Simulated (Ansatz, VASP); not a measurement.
# Te2Mo: VASP beside Ansatz

Contents of INCAR:

```
  ALGO = Normal
  EDIFF = 1E-6
  EDIFFG = -0.01
  ENCUT = 600
  GGA = PE
  IBRION = 2
  ISIF = 3
  ISMEAR = 0
  LASPH = T
  LCHARG = F
  LREAL = F
  LWAVE = F
  NELM = 80
  NSW = 80
  PREC = Accurate
  SIGMA = 0.02
```

Contents of KPOINTS:

```
k-points
0
Gamma
  12 12 12
```

POSCAR

```
Te2Mo
1.0
    1.7784720757      1.0268013317      8.1847747427
   -1.7784720757      1.0268013317      8.1847747427
    0.0000000000     -2.0536026633      8.1847747427
Mo Te
1 2
Direct
    0.0006753977      0.0006753977      0.0006753977
    0.4075783500      0.4075783500      0.4075783500
    0.2604462524      0.2604462524      0.2604462524
```

Input for Ansatz:

```yaml
crystal:
  lattice:
    - [1.7784720757, 1.0268013317, 8.1847747427]
    - [-1.7784720757, 1.0268013317, 8.1847747427]
    - [0.0, -2.0536026633, 8.1847747427]
  atoms:
    - { symbol: Mo, position: [0.0006753977, 0.0006753977, 0.0006753977] }
    - { symbol: Te, position: [0.40757835, 0.40757835, 0.40757835] }
    - { symbol: Te, position: [0.2604462524, 0.2604462524, 0.2604462524] }
basis:
  ecutwfc: 420
kpoints:
  mp_grid: { grid: [12, 12, 12] }
hamiltonian:
  xc: pbe
scf:
  occupations: { method: gaussian, width: 0.02 }
output:
  forces: true
  stress: true
  eigenvalues: true
relax:
  adjacent_minimum: "off"
  f_tol: 0.01
  max_steps: 60
  cell: { stress_tol: 0.1 }
```

Alike in both runs: task relaxation of cell and atoms; functional PBE; k mesh 12 × 12 × 12; occupations gaussian, width 0.02 eV; no spin polarisation.

|  | VASP | Ansatz |
| --- | --- | --- |
| version | VASP 6.6.1 | Ansatz 0.2.0 |
| potentials or method | VASP PAW PBE potentials, release 64 (Mo_sv, Te), cutoff 600 eV | scalar-relativistic, plane waves, PAW |
| valence electrons in the cell | 26 | 46 |

```csv
,VASP,Ansatz,Ansatz less VASP
"gap on the k mesh at the Fermi level, each at its own relaxed structure (eV)",1.08,1.07,-0.008
relaxed volume (Å³/atom),29.84,28.78,-1.057
relaxed length of the cell vector where the two differ most in proportion (Å),8.442,8.145,-0.2965
```

VASP's potentials hold 26 valence electrons a cell and Ansatz's 46, so a difference there can come from the potentials and not from the codes.

Spin-orbit coupling is off throughout.
